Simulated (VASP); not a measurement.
# MnO (Fm-3m) in VASP: a series of runs

The runs below take MnO through single point, with LDA, HSE06.

All numbers are computed with VASP 6.6.1; they aren't measurements. Logs are shortened: lines on timing, memory, paths and dates and some standing lists are left out, and cuts for length are marked.

### Step 1. The cell of the first run

Symmetry: Fm-3m, No. 225, cubic system. The conventional cell has a = 4.418 Å, b = 4.418 Å, c = 4.418 Å, α = 90.00°, β = 90.00°, γ = 90.00°. Within 2.9 Å of Mn (site symmetry m-3m) lie 6 O at 2.21 Å. O (site symmetry m-3m) has 6 Mn at 2.21 Å within 2.9 Å.

### Step 2. Single point, LDA, collinear spin, ferromagnetic start

Input file INCAR:

```
SYSTEM = MnO
  PREC = Accurate
  ENCUT = 700
  EDIFF = 1E-6
  ISMEAR = -1
  SIGMA = 0.05
  LREAL = .FALSE.
  LASPH = .TRUE.
  NELM = 200
  ALGO = Normal
  ISIF = 2
  LWAVE = .FALSE.
  LCHARG = .FALSE.
  ISPIN = 2
  MAGMOM = 4 0
  LORBIT = 11
  LMAXMIX = 4
  GGA = CA
  NBANDS = 22
  GGA_COMPAT = .FALSE.
```

Input file KPOINTS:

```
Automatic mesh
0
G
  10 10 10
  0 0 0
```

Input file POSCAR:

```
MnO
1.0
    0.0000000000      2.2089816980      2.2089816980
    2.2089816980      0.0000000000      2.2089816980
    2.2089816980      2.2089816980      0.0000000000
Mn O
1 1
Direct
    0.0000000000      0.0000000000      0.0000000000
    0.5000000000      0.5000000000      0.5000000000
```

Potentials or basis: VASP PAW LDA potentials, release 64 (Mn_sv, O).

Started as:

```bash
cat potpaw_LDA.64/Mn_sv/POTCAR potpaw_LDA.64/O/POTCAR > POTCAR
mpirun -np 1 vasp_std > vasp.out
```

OUTCAR:

```text
SYSTEM = MnO
   PREC = Accurate
   ENCUT = 700
   EDIFF = 1E-6
   ISMEAR = -1
   LREAL = .FALSE.
   LASPH = .TRUE.
   NELM = 200
   ISIF = 2
   ISPIN = 2
   LORBIT = 11
   GGA = CA

 ion  position               nearest neighbor table
   1  0.000  0.000  0.000-   2 2.21   2 2.21   2 2.21   2 2.21   2 2.21   2 2.21
   2  0.500  0.500  0.500-   1 2.21   1 2.21   1 2.21   1 2.21   1 2.21   1 2.21

  LATTYP: Found a face centered cubic cell.
 ALAT       =     4.4179633960

  Lattice vectors:

 A1 = (   0.0000000000,   2.2089816980,   2.2089816980)
 A2 = (   2.2089816980,   0.0000000000,   2.2089816980)
 A3 = (   2.2089816980,   2.2089816980,   0.0000000000)

Analysis of symmetry for initial positions (statically):
=====================================================================
 Subroutine PRICEL returns:
 Original cell was already a primitive cell.

 Routine SETGRP: Setting up the symmetry group for a
 face centered cubic supercell.

 Subroutine GETGRP returns: Found 48 space group operations
 (whereof 48 operations were pure point group operations)
 out of a pool of 48 trial point group operations.

The static configuration has the point symmetry O_h .

Analysis of symmetry for dynamics (positions and initial velocities):
=====================================================================
 Subroutine PRICEL returns:
 Original cell was already a primitive cell.

 Routine SETGRP: Setting up the symmetry group for a
 face centered cubic supercell.

 Subroutine GETGRP returns: Found 48 space group operations
 (whereof 48 operations were pure point group operations)
 out of a pool of 48 trial point group operations.

The dynamic configuration has the point symmetry O_h .

Analysis of structural, dynamic, and magnetic symmetry:
=====================================================================
 Subroutine PRICEL returns:
 Original cell was already a primitive cell.

 Routine SETGRP: Setting up the symmetry group for a
 face centered cubic supercell.

 Subroutine GETGRP returns: Found 48 space group operations
 (whereof 48 operations were pure point group operations)
 out of a pool of 48 trial point group operations.

The overall configuration has the point symmetry O_h .

 Subroutine INISYM returns: Found 48 space group operations
 (whereof 48 operations are pure point group operations),
 and found     1 'primitive' translations

----------------------------------------------------------------------------------------

                                     Primitive cell

  volume of cell :      21.5579

  direct lattice vectors                    reciprocal lattice vectors
     0.000000000  2.208981698  2.208981698    -0.226348639  0.226348639  0.226348639
     2.208981698  0.000000000  2.208981698     0.226348639 -0.226348639  0.226348639
     2.208981698  2.208981698  0.000000000     0.226348639  0.226348639 -0.226348639

  length of vectors
     3.123971876  3.123971876  3.123971876     0.392047342  0.392047342  0.392047342

  position of ions in fractional coordinates (direct lattice)
     0.000000000  0.000000000  0.000000000
     0.500000000  0.500000000  0.500000000

  ion indices of the primitive-cell ions
   primitive index   ion index
                 1           1
                 2           2

----------------------------------------------------------------------------------------

 KPOINTS: Automatic mesh

Automatic generation of k-mesh.
 Grid dimensions read from file:
 generate k-points for:   10   10   10

 Generating k-lattice:

  Cartesian coordinates                     Fractional coordinates (reciprocal lattice)
    -0.022634864  0.022634864  0.022634864     0.100000000  0.000000000  0.000000000
     0.022634864 -0.022634864  0.022634864     0.000000000  0.100000000  0.000000000
     0.022634864  0.022634864 -0.022634864     0.000000000  0.000000000  0.100000000

  Length of vectors
     0.039204734  0.039204734  0.039204734

  Shift w.r.t. Gamma in fractional coordinates (k-lattice)
     0.000000000  0.000000000  0.000000000

 Subroutine IBZKPT returns following result:
 ===========================================

 Found     47 irreducible k-points:

 Following reciprocal coordinates:
            Coordinates               Weight
  0.000000  0.000000  0.000000      1.000000
  0.100000  0.000000  0.000000      8.000000
  0.200000  0.000000  0.000000      8.000000
  0.300000  0.000000  0.000000      8.000000
  0.400000  0.000000  0.000000      8.000000
  0.500000  0.000000  0.000000      4.000000
[... 16 lines left out ...]
  0.300000  0.300000  0.000000      6.000000
  0.400000  0.300000  0.000000     24.000000
 [... further k-points ...]
   k-points           NKPTS =     47   k-points in BZ     NKDIM =     47   number of bands    NBANDS=     22
   number of dos      NEDOS =    301   number of ions     NIONS =      2
   total plane-waves  NPLWV =  21952
   dimension x,y,z NGX =    28 NGY =   28 NGZ =   28
   dimension x,y,z NGXF=    56 NGYF=   56 NGZF=   56
   ions per type =               1   1
   NGX,Y,Z   is equivalent  to a cutoff of  14.90, 14.90, 14.90 a.u.
   NGXF,Y,Z  is equivalent  to a cutoff of  29.80, 29.80, 29.80 a.u.
 SYSTEM =  MnO
   PREC   = accura    normal or accurate (medium, high low for compatibility)
   ISTART =      0    job   : 0-new  1-cont  2-samecut
   ICHARG =      2    charge: 1-file 2-atom 10-const
   ISPIN  =      2    spin polarized calculation?
   LNONCOLLINEAR =      F non collinear calculations
   LSORBIT =      F    spin-orbit coupling
   LASPH  =      T    aspherical Exc in radial PAW
   ENCUT  =  700.0 eV  51.45 Ry    7.17 a.u.   6.74  6.74  6.74*2*pi/ulx,y,z
   NELM   =    200;   NELMIN=  2; NELMDL= -5     # of ELM steps
   EDIFF  = 0.1E-05   stopping-criterion for ELM
   LREAL  =      F    real-space projection
[... 7 lines left out ...]
   TEBEG  =    0.0;   TEEND  =   0.0 temperature during run
   PSTRESS=    0.0 pullay stress
   NELECT =      21.0000    total number of electrons
   NUPDOWN=      -1.0000    fix difference up-down
   EMIN   =  10.00;   EMAX   =-10.00  energy-range for DOS
   EFERMI =   0.00;   METHOD = LEGACY
   ISMEAR =    -1;   SIGMA  =   0.05  broadening in eV -4-tet -1-fermi 0-gaus
   EFERMI_NEDOS =   21; number of points for ismear=-14 and -15
   IALGO  =     38    algorithm
   IMIX   =      4    mixing-type and parameters
     AMIX     =   0.40;   BMIX     =  1.00
     AMIX_MAG =   1.60;   BMIX_MAG =  1.00
  volume/ion in A,a.u.               =      10.78        72.74
  Fermi-wavevector in a.u.,A,eV,Ry     =   1.622853  3.066747 35.833003  2.633651
  Thomas-Fermi vector in A             =   2.716398
   LORBIT       =     11    0 simple, 1 ext, 2 COOP (PROOUT), +10 PAW based schemes
   GGA     = CA    functional components
   LHFCALC =     F    Hartree Fock is set to
   AEXX    =    0.0000 exact exchange contribution
   IVDW    =     0    specifies the selected vdW correction
   LEPSILON=     F    determine dielectric tensor
   LRPA    =     F    only Hartree local field effects (RPA)
 spin polarized calculation
  energy-cutoff  :      700.00
  volume of cell :       21.56
 maximum number of plane-waves:       934
   NGX = 13   NGY = 13   NGZ = 13

 number of electron      21.0000003 magnetization       4.4400108

 Free energy of the ion-electron system (eV)
  ---------------------------------------------------
  ext. energy  EPLUGINS =         0.00000000
  ---------------------------------------------------
  free energy    TOTEN  =       -17.68831262 eV

  energy without entropy =      -17.67758607  energy(sigma->0) =      -17.68294935

 E-fermi :   9.1182     XC(G=0): -12.5713

 val. band max:        9.0839007107   @ k =   0.4000   0.1000   0.0000
 cond. band min:       9.1415191362   @ k =   0.5000   0.3000   0.1000
 fundamental gap:      0.0576184255
 Fermi energy:         9.1182015113

 spin component 1

 k-point     1 :       0.0000    0.0000    0.0000
  band No.  band energies     occupation
      1     -71.3628      1.00000
      2     -40.5686      1.00000
      3     -40.5686      1.00000
      4     -40.5686      1.00000
      5     -11.1124      1.00000
      6       5.1613      1.00000
[... 14 lines left out ...]
     21      29.0112      0.00000
     22      31.8890      0.00000

 k-point     2 :       0.1000    0.0000    0.0000
  band No.  band energies     occupation
      1     -71.3621      1.00000
      2     -40.5757      1.00000
      3     -40.5696      1.00000
      4     -40.5696      1.00000
      5     -11.0218      1.00000
      6       4.3557      1.00000
[... 14 lines left out ...]
     21      30.0838      0.00000
     22      33.2888      0.00000
[... 523 lines left out ...]
     21      34.5281      0.00000
     22      36.5217      0.00000

 k-point    24 :       0.4000    0.3000    0.0000
  band No.  band energies     occupation
      1     -71.3545      1.00000
      2     -40.6220      1.00000
      3     -40.5912      1.00000
      4     -40.5891      1.00000
      5     -10.2293      1.00000
      6       1.7454      1.00000
[... 14 lines left out ...]
     21      35.6988      0.00000
     22      36.8246      0.00000

 [... further k-points ...]

 spin component 2

 k-point     1 :       0.0000    0.0000    0.0000
  band No.  band energies     occupation
      1     -67.2236      1.00000
      2     -36.5428      1.00000
      3     -36.5428      1.00000
      4     -36.5428      1.00000
      5     -10.6826      1.00000
      6       5.5628      1.00000
[... 14 lines left out ...]
     21      30.6654      0.00000
     22      33.2869      0.00000

 k-point     2 :       0.1000    0.0000    0.0000
  band No.  band energies     occupation
      1     -67.2227      1.00000
      2     -36.5517      1.00000
      3     -36.5439      1.00000
      4     -36.5439      1.00000
      5     -10.5939      1.00000
      6       4.9392      1.00000
[... 14 lines left out ...]
     21      31.6622      0.00000
     22      34.7520      0.00000
[... 523 lines left out ...]
     21      35.4775      0.00000
     22      37.6720      0.00000

 k-point    24 :       0.4000    0.3000    0.0000
  band No.  band energies     occupation
      1     -67.2136      1.00000
      2     -36.6095      1.00000
      3     -36.5706      1.00000
      4     -36.5680      1.00000
      5      -9.8177      1.00000
      6       2.4495      1.00000
[... 14 lines left out ...]
     21      36.6045      0.00000
     22      37.5934      0.00000

 [... further k-points ...]
[... 5 lines left out ...]
  --------------------------------------------------------------------------------------
  -------------------------------------------------------------------------------------
  Total       -2.3491662     -2.3491662     -2.3491662      0.0000000      0.0000000     -0.0000000
  in kB     -174.5894399   -174.5894399   -174.5894399      0.0000000      0.0000000     -0.0000000
  external PRESSURE =    -174.5894399 kB  Pullay stress =       0.0000000 kB

 VOLUME and BASIS-vectors are now :
 -----------------------------------------------------------------------------
  energy-cutoff  :      700.00
  volume of cell :       21.56
      direct lattice vectors                 reciprocal lattice vectors
     0.000000000  2.208981698  2.208981698    -0.226348639  0.226348639  0.226348639
     2.208981698  0.000000000  2.208981698     0.226348639 -0.226348639  0.226348639
     2.208981698  2.208981698  0.000000000     0.226348639  0.226348639 -0.226348639

 POSITION                                       TOTAL-FORCE (eV/Angst)
 -----------------------------------------------------------------------------------
      0.00000      0.00000      0.00000         0.000000     -0.000000      0.000000
      2.20898      2.20898      2.20898        -0.000000      0.000000     -0.000000
 -----------------------------------------------------------------------------------
    total drift:                                0.000000      0.000000      0.000000

  FREE ENERGIE OF THE ION-ELECTRON SYSTEM (eV)
  ---------------------------------------------------
  free  energy   TOTEN  =       -17.6883126207 eV

  energy  without entropy=      -17.6775860704  energy(sigma->0) =      -17.68294935

 total charge

# of ion       s       p       d       tot
------------------------------------------
    1        2.117   6.012   4.696  12.826
    2        1.546   3.384   0.000   4.931
--------------------------------------------------
tot          3.663   9.397   4.696  17.756

 magnetization (x)

# of ion       s       p       d       tot
------------------------------------------
    1        0.020   0.011   3.852   3.884
    2        0.029   0.145   0.000   0.174
--------------------------------------------------
tot          0.049   0.156   3.852   4.058
```

Run time: 57 s. Hardware: 1 thread of AMD EPYC 7R13 (Zen 3), shared host; peak memory 0.15 GiB.

Results:

| Property | Result |
| --- | --- |
| Free energy | -17.6883 eV |
| Pressure | -17.5 GPa |
| Net moment | 4.44 μB per cell |
| Site moments | Mn +3.88; O +0.17 μB |
| Valence electrons inside the program's atomic spheres | Mn 12.83; O 4.93 |

Levels at points of the mesh, in eV from the Fermi level:
Spin up:
```
           k point  band 9  band 10  band 11  band 12  band 13  band 14  band 15  band 16  band 17  band 18
(0.00, 0.00, 0.00)   -3.00    -3.00    -3.00    -2.49    -2.49    -0.32    14.06    16.33    16.33    16.33
(0.50, 0.00, 0.00)   -2.04    -2.04    -1.64     0.39     0.39     3.53     7.86    11.90    11.90    18.70
(0.50, 0.50, 0.00)   -4.08    -2.03    -1.74    -1.74    -1.63     5.17     7.85    10.53    13.74    13.74
```
Spin down:
```
           k point  band 4  band 5  band 6  band 7  band 8  band 9  band 10  band 11  band 12  band 13
(0.00, 0.00, 0.00)  -45.66  -19.80   -3.56   -3.56   -3.56    0.26     0.26     0.26     0.64     0.93
(0.50, 0.00, 0.00)  -45.67  -18.76   -7.70   -5.14   -5.14    1.52     1.53     1.53     3.32     3.32
(0.50, 0.50, 0.00)  -45.69  -18.81   -6.67   -4.55   -4.55   -1.32     1.54     1.81     1.98     1.98
```

Caveat: the cell stands under tension; a cell with one magnetic atom can't hold antiferromagnetic order, which such compounds often take; semilocal functionals often make such compounds metallic where correlation or magnetic order opens a gap, which also shifts bond lengths.

[end of part 1 of 2]
